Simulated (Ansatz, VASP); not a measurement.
# Sn in VASP and in Ansatz

INCAR

```
SYSTEM = Sn
PREC     = Accurate       ! precision mode
ENCUT    = 520            ! plane-wave cutoff, eV
EDIFF    = 1E-7           ! SCF threshold, eV
ISMEAR   = 0              ! smearing method
SIGMA    = 0.15           ! smearing width, eV
LREAL    = .False.        ! projectors in reciprocal space
LASPH    = .True.         ! aspherical terms in the spheres
NELM     = 100            ! most SCF steps
ALGO     = Fast           ! electronic algorithm
ISIF     = 2              ! what is computed and relaxed
LWAVE    = .False.        ! write WAVECAR
LCHARG   = .True.         ! write CHGCAR
GGA      = PE             ! functional
LELF     = .True.         ! ELF
LVHAR    = .True.       
NBANDS   = 21             ! bands
```

Contents of KPOINTS:

```
Automatic mesh
0
Gamma
  12 12 12
  0 0 0
```

Contents of POSCAR:

```
Sn
1.0
    0.0000000000      3.1969160000      3.2456000000
    3.1969160000      0.0000000000      3.2456000000
    3.1969160000      3.1969160000      0.0000000000
Sn
2
Direct
    0.5000000000      0.5000000000      0.5000000000
    0.7500000000      0.7500000000      0.7500000000
```

Input for Ansatz:

```yaml
crystal:
  lattice:
    - [0.0, 3.196916, 3.2456]
    - [3.196916, 0.0, 3.2456]
    - [3.196916, 3.196916, 0.0]
  atoms:
    - { symbol: Sn, position: [0.5, 0.5, 0.5] }
    - { symbol: Sn, position: [0.75, 0.75, 0.75] }
basis:
  ecutwfc: 420
kpoints:
  mp_grid: { grid: [12, 12, 12] }
hamiltonian:
  xc: pbe
scf:
  occupations: { method: gaussian, width: 0.15 }
output:
  forces: true
  stress: true
  eigenvalues: true
```

Change from the starting cell: strain -0.015 along x and y, +0.000 along z, atoms carried along.

Alike in both runs: task single point; functional PBE; k mesh 12 × 12 × 12; occupations gaussian, width 0.15 eV; no spin polarisation.

|  | VASP | Ansatz |
| --- | --- | --- |
| version | VASP 6.6.1 | Ansatz 0.2.0 |
| potentials or method | VASP PAW PBE potentials, release 64 (Sn_d), cutoff 520 eV | scalar-relativistic, plane waves, PAW |
| valence electrons in the cell | 28 | 28 |

```csv
,VASP,Ansatz,Ansatz less VASP
gap on the k mesh at the Fermi level (eV),none,none,-
pressure (GPa),4.8,4.9,+0.06
"traceless stress, the component that is largest in VASP (GPa)",-0.30,-0.30,+0.001
```

A gap of «none» marks a metal or a gap that the smearing closes.
